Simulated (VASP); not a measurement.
Set up this calculation in VASP 6.6.1, as the native input.

| Item | Value |
| --- | --- |
| Task | single point |
| Functional | revPBE |
| Potentials or basis | VASP PAW PBE potentials, release 64 (Li_sv, H) |
| Cutoff | 520 eV |
| k mesh | 6 × 6 × 6 |
| Occupations | fermi-dirac, width 0.25852 eV |
| Spin | no spin polarisation |
| Dipole correction | no |
| Further INCAR settings | ALGO = Normal; EDIFF = 1e-07; NBANDS = 9 |

The structure of LiH lies in POSCAR:

```
LiH
1.0
    0.0000000000      2.0086193919      2.0086193919
    2.0086193919      0.0000000000      2.0086193919
    2.0086193919      2.0086193919      0.0000000000
Li H
1 1
Direct
    0.0000000000      0.0000000000      0.0000000000
    0.5000000000      0.5000000000      0.5000000000
```

The input as run:

INCAR

```
SYSTEM = LiH
PREC = Accurate ; ENCUT = 520
EDIFF = 1E-7 ; ISMEAR = -1
SIGMA = 0.2585199978643553 ; LREAL = .FALSE.
LASPH = .TRUE. ; NELM = 100
ALGO = Normal ; ISIF = 2
LWAVE = .FALSE. ; LCHARG = .TRUE.
GGA = RE ; LELF = .TRUE.
LVHAR = .TRUE. ; NBANDS = 9
```

KPOINTS

```
Automatic mesh
0
G
  6 6 6
  0 0 0
```

Potentials or basis: VASP PAW PBE potentials, release 64 (Li_sv, H).

Command:

```sh
$ cat potpaw_PBE.64/Li_sv/POTCAR potpaw_PBE.64/H/POTCAR > POTCAR
$ mpirun -np 1 vasp_std > vasp.out
```

Results of the run:

The band gap on the k mesh is 3.12 eV, direct.

Caveat: the k points lie up to 0.45 Å⁻¹ apart.

Run time: 5.5 s on 1 thread of Intel(R) Xeon(R) Platinum 8375C CPU @ 2.90GHz (Ice Lake), on a shared host, peak memory 0.13 GiB.
